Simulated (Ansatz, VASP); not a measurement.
Hf in VASP and in Ansatz

```
Hf
1.0
     3.19670    0.00000    0.00000
    -1.59835    2.76842    0.00000
     0.00000    0.00000    5.05780
Hf
2
Cartesian
  0.0000 1.8456 1.2645
  1.5984 0.9228 3.7934
```

Alike in both runs: task relaxation of cell and atoms; functional RPBE; k mesh 13 × 13 × 7; occupations fermi-dirac, width 0.15 eV; no spin polarisation.

|  | VASP | Ansatz |
| --- | --- | --- |
| version | VASP 6.6.1 | Ansatz 0.2.0 |
| potentials or method | VASP PAW PBE potentials, release 64 (Hf_pv) | plane waves, PAW |
| plane-wave cutoff (eV) | 500 | 420 |
| valence electrons in the cell | 20 | 52 |

Ansatz gave:

```
relaxed volume (Å³/atom)                                        : 23.19
relaxed length of the cell vector where the two differ most in proportion (Å) : 5.125
```

Question: Which values does VASP return?

Answer: Relaxed volume (Å³/atom): 23.08; relaxed length of the cell vector where the two differ most in proportion (Å): 5.115.

VASP's potentials were made for PBE, not for RPBE. VASP's potentials hold 20 valence electrons a cell and Ansatz's 52, so a difference there can come from the potentials and not from the codes.

Neither program's run includes spin-orbit coupling.
